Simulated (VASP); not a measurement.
A run of VASP 6.6.1 is set up as follows.

INCAR

```
PREC     = Accurate       # precision mode
ENCUT    = 520            # plane-wave cutoff, eV
EDIFF    = 1E-6           # SCF threshold, eV
ISMEAR   = 0              # smearing method
SIGMA    = 0.05           # smearing width, eV
LREAL    = F              # projectors in reciprocal space
LASPH    = T              # aspherical terms in the spheres
NELM     = 150            # most SCF steps
ALGO     = Normal         # electronic algorithm
ISIF     = 2              # what is computed and relaxed
LWAVE    = F              # write WAVECAR
LCHARG   = F              # write CHGCAR
ISPIN    = 2              # spin polarisation
MAGMOM   = 2 -2 0 0       # initial moments
LORBIT   = 11             # projections on sites
LMAXMIX  = 4              # l up to which the mixer works
LDAU     = T              # DFT+U
LDAUTYPE = 2            
LDAUL    = 2 -1           # shell
LDAUU    = 6.2 0          # U, eV
LDAUJ    = 0 0          
LDAUPRINT= 1            
GGA      = PE             # functional
NBANDS   = 28             # bands
```

Contents of KPOINTS:

```
regular mesh
0
Gamma
  5 5 3
```

File POSCAR:

```
NiO
1.0
    0.0000000000      2.1337897282     -2.1337897282
    0.0000000000      2.1337897282      2.1337897282
    4.2675794564      0.0000000000      0.0000000000
Ni O
2 2
Direct
    0.0000000000      0.0000000000      0.0000000000
    0.5000000000      0.5000000000      0.5000000000
    0.0000000000      1.0000000000      0.5000000000
    0.5000000000      1.5000000000      1.0000000000
```

Potentials or basis: VASP PAW PBE potentials, release 64 (Ni, O).

The run is started by

```sh
$ cat potpaw_PBE.64/Ni/POTCAR potpaw_PBE.64/O/POTCAR > POTCAR
$ mpirun -np 1 vasp_std > vasp.out
```

Task: Predict the pressure.

Result: -8.0 GPa.

Task: Estimate the band gap on the k mesh.

Result: 2.62 eV.

Task: What does it give for the site moments?

Result: Ni +1.84, -1.84; O -0.06, +0.06 μB.

Task: Estimate the net moment.

Result: 0.00 μB per cell.

Eigenvalues of the final occupation matrices:
```tsv
site	spin	trace	eigenvalues
site 1 d	1	5.00	0.98 0.98 0.98 1.03 1.03
site 1 d	2	3.19	0.12 0.13 0.98 0.98 0.98
site 2 d	1	3.19	0.12 0.13 0.98 0.98 0.98
site 2 d	2	5.00	0.98 0.98 0.98 1.03 1.03
```

Caveat: the k points lie up to 0.49 Å⁻¹ apart; an odd mesh through Γ misses points on the zone boundary, where band edges can lie.
